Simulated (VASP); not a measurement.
# Ir (Fm-3m) in VASP: further runs

Ir is run at these levels: PBEsol; tasks: relaxation of cell and atoms.

Program: VASP 6.6.1. These are calculated values, not measurements. Logs are shortened: lines on timing, memory, paths and dates and some standing lists are left out, and cuts for length are marked.

### Step 1. The cell of the first run

It takes space group Fm-3m (No. 225, cubic). The conventional cell has a = 3.700 Å, b = 3.700 Å, c = 3.700 Å, α = 90.00°, β = 90.00°, γ = 90.00°. Within 3.5 Å of Ir (site symmetry m-3m) lie 12 Ir at 2.62 Å.

### Step 2. Relaxation of cell and atoms, PBEsol, target pressure 50 GPa, at which the enthalpy is minimised

File INCAR:

```
SYSTEM = Ir
ALGO     = Fast           ! electronic algorithm
EDIFF    = 1E-6           ! SCF threshold, eV
EDIFFG   = -0.008         ! ionic threshold
ENCUT    = 600            ! plane-wave cutoff, eV
GGA      = PS             ! functional
IBRION   = 2              ! ionic algorithm
ISIF     = 3              ! what is computed and relaxed
ISMEAR   = 0              ! smearing method
LASPH    = .TRUE.         ! aspherical terms in the spheres
LCHARG   = .FALSE.        ! write CHGCAR
LREAL    = .FALSE.        ! projectors in reciprocal space
LWAVE    = .FALSE.        ! write WAVECAR
NELM     = 60             ! most SCF steps
NSW      = 70             ! ionic steps
PREC     = Accurate       ! precision mode
PSTRESS  = 500.0        
SIGMA    = 0.1            ! smearing width, eV
```

File KPOINTS:

```
k-points
0
G
  18 18 18
  0 0 0
```

File POSCAR:

```
Ir
1.0
    0.0000000000      1.8501016442      1.8501016442
    1.8501016442      0.0000000000      1.8501016442
    1.8501016442      1.8501016442      0.0000000000
Ir
1
Direct
    0.0000000000      0.0000000000      0.0000000000
```

Potentials or basis: VASP PAW PBE potentials, release 64 (Ir).

Launch:

```
$ cat potpaw_PBE.64/Ir/POTCAR > POTCAR
$ mpirun -np 1 vasp_std > vasp.out
```

OUTCAR:

```text
SYSTEM = Ir
   EDIFF = 1E-6
   EDIFFG = -0.008
   ENCUT = 600
   GGA = PS
   IBRION = 2
   ISIF = 3
   ISMEAR = 0
   LASPH = .TRUE.
   LREAL = .FALSE.
   NELM = 60
   NSW = 70
   PREC = Accurate
   PSTRESS = 500.0

 ion  position               nearest neighbor table
   1  0.000  0.000  0.000-

  LATTYP: Found a face centered cubic cell.
 ALAT       =     3.7002032884

  Lattice vectors:

 A1 = (   0.0000000000,   1.8501016442,   1.8501016442)
 A2 = (   1.8501016442,   0.0000000000,   1.8501016442)
 A3 = (   1.8501016442,   1.8501016442,   0.0000000000)

Analysis of symmetry for initial positions (statically):
=====================================================================
 Subroutine PRICEL returns:
 Original cell was already a primitive cell.

 Routine SETGRP: Setting up the symmetry group for a
 face centered cubic supercell.

 Subroutine GETGRP returns: Found 48 space group operations
 (whereof 48 operations were pure point group operations)
 out of a pool of 48 trial point group operations.

The static configuration has the point symmetry O_h .

Analysis of symmetry for dynamics (positions and initial velocities):
=====================================================================
 Subroutine PRICEL returns:
 Original cell was already a primitive cell.

 Routine SETGRP: Setting up the symmetry group for a
 face centered cubic supercell.

 Subroutine GETGRP returns: Found 48 space group operations
 (whereof 48 operations were pure point group operations)
 out of a pool of 48 trial point group operations.

The dynamic configuration has the point symmetry O_h .

 Subroutine INISYM returns: Found 48 space group operations
 (whereof 48 operations are pure point group operations),
 and found     1 'primitive' translations

----------------------------------------------------------------------------------------

                                     Primitive cell

  volume of cell :      12.6653

  direct lattice vectors                    reciprocal lattice vectors
     0.000000000  1.850101644  1.850101644    -0.270255422  0.270255422  0.270255422
     1.850101644  0.000000000  1.850101644     0.270255422 -0.270255422  0.270255422
     1.850101644  1.850101644  0.000000000     0.270255422  0.270255422 -0.270255422

  length of vectors
     2.616438837  2.616438837  2.616438837     0.468096121  0.468096121  0.468096121

  position of ions in fractional coordinates (direct lattice)
     0.000000000  0.000000000  0.000000000

  ion indices of the primitive-cell ions
   primitive index   ion index
                 1           1

----------------------------------------------------------------------------------------

 KPOINTS: k-points

Automatic generation of k-mesh.
 Grid dimensions read from file:
 generate k-points for:   18   18   18

 Generating k-lattice:

  Cartesian coordinates                     Fractional coordinates (reciprocal lattice)
    -0.015014190  0.015014190  0.015014190     0.055555556  0.000000000  0.000000000
     0.015014190 -0.015014190  0.015014190     0.000000000  0.055555556  0.000000000
     0.015014190  0.015014190 -0.015014190     0.000000000  0.000000000  0.055555556

  Length of vectors
     0.026005340  0.026005340  0.026005340

  Shift w.r.t. Gamma in fractional coordinates (k-lattice)
     0.000000000  0.000000000  0.000000000

 Subroutine IBZKPT returns following result:
 ===========================================

 Found    195 irreducible k-points:

 Following reciprocal coordinates:
            Coordinates               Weight
  0.000000  0.000000  0.000000      1.000000
  0.055556  0.000000  0.000000      8.000000
  0.111111  0.000000  0.000000      8.000000
  0.166667  0.000000  0.000000      8.000000
  0.222222  0.000000  0.000000      8.000000
  0.277778  0.000000  0.000000      8.000000
[... 16 lines left out ...]
 -0.277778  0.055556  0.000000     24.000000
 -0.222222  0.055556  0.000000     24.000000
 [... further k-points ...]
   k-points           NKPTS =    195   k-points in BZ     NKDIM =    195   number of bands    NBANDS=      8
   number of dos      NEDOS =    301   number of ions     NIONS =      1
   total plane-waves  NPLWV =  13824
   dimension x,y,z NGX =    24 NGY =   24 NGZ =   24
   dimension x,y,z NGXF=    48 NGYF=   48 NGZF=   48
   ions per type =               1
   NGX,Y,Z   is equivalent  to a cutoff of  15.25, 15.25, 15.25 a.u.
   NGXF,Y,Z  is equivalent  to a cutoff of  30.50, 30.50, 30.50 a.u.
 SYSTEM =  Ir
   PREC   = accura    normal or accurate (medium, high low for compatibility)
   ISTART =      0    job   : 0-new  1-cont  2-samecut
   ICHARG =      2    charge: 1-file 2-atom 10-const
   ISPIN  =      1    spin polarized calculation?
   LNONCOLLINEAR =      F non collinear calculations
   LSORBIT =      F    spin-orbit coupling
   LASPH  =      T    aspherical Exc in radial PAW
   ENCUT  =  600.0 eV  44.10 Ry    6.64 a.u.   5.23  5.23  5.23*2*pi/ulx,y,z
   NELM   =     60;   NELMIN=  2; NELMDL= -5     # of ELM steps
   EDIFF  = 0.1E-05   stopping-criterion for ELM
   LREAL  =      F    real-space projection
   EDIFFG = -.8E-02   stopping-criterion for IOM
   NSW    =     70    number of steps for IOM
   IBRION =      2    ionic relax: 0-MD 1-quasi-New 2-CG
   NFREE  =      1    steps in history (QN), initial steepest desc. (CG)
   ISIF   =      3    stress and relaxation
   ISYM   =      2    0-nonsym 1-usesym 2-fastsym
   POTIM  = 0.5000    time-step for ionic-motion
   TEBEG  =    0.0;   TEEND  =   0.0 temperature during run
   PSTRESS=  500.0 pullay stress
   NELECT =       9.0000    total number of electrons
   NUPDOWN=      -1.0000    fix difference up-down
   EMIN   =  10.00;   EMAX   =-10.00  energy-range for DOS
   EFERMI =   0.00;   METHOD = LEGACY
   ISMEAR =     0;   SIGMA  =   0.10  broadening in eV -4-tet -1-fermi 0-gaus
   EFERMI_NEDOS =   21; number of points for ismear=-14 and -15
   IALGO  =     68    algorithm
   IMIX   =      4    mixing-type and parameters
     AMIX     =   0.40;   BMIX     =  1.00
     AMIX_MAG =   1.60;   BMIX_MAG =  1.00
  volume/ion in A,a.u.               =      12.67        85.47
  Fermi-wavevector in a.u.,A,eV,Ry     =   1.460887  2.760677 29.037445  2.134192
  Thomas-Fermi vector in A             =   2.577284
   LORBIT       =      0    0 simple, 1 ext, 2 COOP (PROOUT), +10 PAW based schemes
   GGA     = PS    functional components
   LHFCALC =     F    Hartree Fock is set to
   AEXX    =    0.0000 exact exchange contribution
   IVDW    =     0    specifies the selected vdW correction
   LEPSILON=     F    determine dielectric tensor
   LRPA    =     F    only Hartree local field effects (RPA)
 conjugate gradient relaxation of ions
 non-spin polarized calculation
 RMM-DIIS sequential band-by-band and
 Gauss-broadening in eV      SIGMA  =   0.10
  energy-cutoff  :      600.00
  volume of cell :       12.67
 maximum number of plane-waves:       444
 NGX is ok and might be reduce to    24
   NGX = 11   NGY = 11   NGZ = 11

--------------------------------------- Ionic step        1  -------------------------------------------

 number of electron       9.0000000 magnetization

 Free energy of the ion-electron system (eV)
  ---------------------------------------------------
  ext. energy  EPLUGINS =         0.00000000
  ---------------------------------------------------
  free energy    TOTEN  =        -9.60747247 eV

  energy without entropy =       -9.60333999  energy(sigma->0) =       -9.60540623

------------------------ aborting loop because EDIFF is reached ----------------------------------------

  FORCE on cell =-STRESS in cart. coord.  units (eV):
  Direction    XX          YY          ZZ          XY          YZ          ZX
  --------------------------------------------------------------------------------------
  -------------------------------------------------------------------------------------
  Total        4.2858644      4.2858644      4.2858644     -0.0000000     -0.0000000      0.0000000
  in kB      542.1659641    542.1659641    542.1659641     -0.0000000     -0.0000000      0.0000000
  external PRESSURE =      42.1659641 kB  Pullay stress =     500.0000000 kB

 VOLUME and BASIS-vectors are now :
 -----------------------------------------------------------------------------
  energy-cutoff  :      600.00
  volume of cell :       12.67
      direct lattice vectors                 reciprocal lattice vectors
     0.000000000  1.850101644  1.850101644    -0.270255422  0.270255422  0.270255422
     1.850101644  0.000000000  1.850101644     0.270255422 -0.270255422  0.270255422
     1.850101644  1.850101644  0.000000000     0.270255422  0.270255422 -0.270255422
[... 44 lines left out ...]
  FREE ENERGIE OF THE ION-ELECTRON SYSTEM (eV)
  ---------------------------------------------------
  free  energy   TOTEN  =        -9.7612254571 eV

  energy  without entropy=       -9.7567054361  energy(sigma->0) =       -9.75896545

  enthalpy is  TOTEN    =        -5.6149273022 eV   P V=        4.1462981549

--------------------------------------- Ionic step        3  -------------------------------------------

 number of electron       9.0000000 magnetization

 Free energy of the ion-electron system (eV)
  ---------------------------------------------------
  ext. energy  EPLUGINS =         0.00000000
  ---------------------------------------------------
  free energy    TOTEN  =        -9.63525288 eV

  energy without entropy =       -9.63106810  energy(sigma->0) =       -9.63316049

 E-fermi :  12.2039     XC(G=0): -14.7176

 val. band max:       12.1893793572   @ k =   0.5000   0.2222   0.1111
 cond. band min:      12.2234700953   @ k =   0.3333   0.1111   0.0556
 fundamental gap:      0.0340907382
 Fermi energy:        12.2039048565

 k-point     1 :       0.0000    0.0000    0.0000
  band No.  band energies     occupation
      1      -0.2020      2.00000
      2       7.5794      2.00000
      3       7.5794      2.00000
      4       7.5794      2.00000
      5      10.7784      2.00000
      6      10.7784      2.00000
      7      26.2088      0.00000
      8      32.4242      0.00000

 k-point     2 :       0.0556    0.0000    0.0000
  band No.  band energies     occupation
      1      -0.0476      2.00000
      2       7.4903      2.00000
      3       7.6491      2.00000
      4       7.6491      2.00000
      5      10.7287      2.00000
      6      10.7287      2.00000
      7      26.4896      0.00000
      8      31.6339      0.00000
[... 221 lines left out ...]
 k-point    23 :      -0.2778    0.0556    0.0000
  band No.  band energies     occupation
      1       2.7578      2.00000
      2       7.2668      2.00000
      3       7.9308      2.00000
      4       8.0542      2.00000
      5      10.9672      2.00000
      6      12.0702      1.94131
      7      25.2168      0.00000
      8      29.1200      0.00000

 k-point    24 :      -0.2222    0.0556    0.0000
  band No.  band energies     occupation
      1       2.2086      2.00000
      2       6.8222      2.00000
      3       8.1075      2.00000
      4       8.2124      2.00000
      5      10.3950      2.00000
      6      11.4292      2.00000
      7      26.6134      0.00000
      8      29.7449      0.00000

 [... further k-points ...]
[... 5 lines left out ...]
  --------------------------------------------------------------------------------------
  -------------------------------------------------------------------------------------
  Total        3.9773527      3.9773527      3.9773527      0.0000000      0.0000000      0.0000000
  in kB      499.7624850    499.7624850    499.7624850      0.0000000      0.0000000      0.0000000
  external PRESSURE =      -0.2375150 kB  Pullay stress =     500.0000000 kB

 VOLUME and BASIS-vectors are now :
 -----------------------------------------------------------------------------
  energy-cutoff  :      600.00
  volume of cell :       12.75
      direct lattice vectors                 reciprocal lattice vectors
     0.000000000  1.854258785  1.854258785    -0.269649525  0.269649525  0.269649525
     1.854258785  0.000000000  1.854258785     0.269649525 -0.269649525  0.269649525
     1.854258785  1.854258785  0.000000000     0.269649525  0.269649525 -0.269649525

 POSITION                                       TOTAL-FORCE (eV/Angst)
 -----------------------------------------------------------------------------------
      0.00000      0.00000      0.00000         0.000000     -0.000000     -0.000000
 -----------------------------------------------------------------------------------
    total drift:                               -0.000000      0.000000     -0.000000

  FREE ENERGIE OF THE ION-ELECTRON SYSTEM (eV)
  ---------------------------------------------------
  free  energy   TOTEN  =        -9.6352528816 eV

  energy  without entropy=       -9.6310681019  energy(sigma->0) =       -9.63316049

  enthalpy is  TOTEN    =        -5.6560099485 eV   P V=        3.9792429331

 reached required accuracy - stopping structural energy minimisation
```

Wall time 77 s (1 thread of AMD EPYC 7R43 (Zen 3), shared host); peak memory 0.14 GiB.

What came out:

```
Free energy                                            : -9.6353 eV
Relaxed volume                                         : 12.75 Å³/atom
Relaxed cell                                           : a = 2.622 Å, b = 2.622 Å, c = 2.622 Å, α = 60.00°, β = 60.00°, γ = 60.00°
Space group after relaxing (to 0.05 Å)                 : Fm-3m (No. 225)
Energy change on relaxing (the enthalpy is what falls) : -27.8 meV/atom
Ionic steps                                            : 3
Pressure after relaxing                                : 50.0 GPa
```

The path:
| step | energy change (eV) | largest force (eV/Å) | pressure (GPa) | volume (Å³) |
| --- | --- | --- | --- | --- |
| 1 | 0.0000 | 0.0000 | 54.22 | 12.67 |
| 2 | -0.1538 | 0.0000 | 26.44 | 13.29 |
| 3 | -0.0278 | 0.0000 | 49.98 | 12.75 |

Final structure:
```cif
data_structure
_symmetry_space_group_name_H-M 'P 1'
_symmetry_Int_Tables_number 1
_cell_length_a 2.6223
_cell_length_b 2.6223
_cell_length_c 2.6223
_cell_angle_alpha 60.000
_cell_angle_beta 60.000
_cell_angle_gamma 60.000
_cell_volume 12.75
loop_
_atom_site_label
_atom_site_type_symbol
_atom_site_fract_x
_atom_site_fract_y
_atom_site_fract_z
_atom_site_occupancy
Ir1 Ir 0.00000 0.00000 0.00000 1
```

Caveat: the cell is relaxed towards a set pressure, so the enthalpy falls and the energy may rise; the PAW data sets were made with another functional, which shifts forces and pressure a little; spin-orbit coupling is left out, which moves the levels of the heavy elements.

(Part 1 of 2 ends here.)
